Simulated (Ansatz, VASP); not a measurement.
**One calculation of AlN, two programs**

```
CELL_PARAMETERS angstrom
3.15767 0.00000 0.00000
-1.57883 2.73462 0.00000
0.00000 0.00000 4.97800
ATOMIC_POSITIONS crystal
Al 0.33333 0.66667 0.00000
Al 0.66667 0.33333 0.50000
N 0.33333 0.66667 0.38500
N 0.66667 0.33333 0.88500
```

Change from the starting cell: strain +0.015 along x and y, +0.000 along z, atoms carried along.

Alike in both runs: task single point; functional PBE; k mesh 12 × 12 × 6; occupations gaussian, width 0.05 eV; no spin polarisation.

```csv
,VASP,Ansatz
version,VASP 6.6.1,Ansatz 0.2.0
potentials or method,"VASP PAW PBE potentials, release 64 (Al, N), cutoff 520 eV","scalar-relativistic, plane waves, PAW"
valence electrons in the cell,16,16
```

Ansatz gave:

| Quantity | Value |
| --- | --- |
| gap on the k mesh at the Fermi level (eV) | 3.86 |
| least direct gap on the mesh (eV) | 3.86 |
| pressure (GPa) | -2.0 |
| traceless stress, the component that is largest in VASP (GPa) | 2.80 |
| rms of the force components (eV/Å) | 0.016 |

Question: Estimate VASP's values.

Answer: gap on the k mesh at the Fermi level (eV): 3.87; least direct gap on the mesh (eV): 3.87; pressure (GPa): -2.3; traceless stress, the component that is largest in VASP (GPa): 2.87; rms of the force components (eV/Å): 0.016.

Atom by atom the forces differ by 0.000 eV/Å (rms over components). With one functional, cell and mesh, what is left measures potentials, basis and numerics.
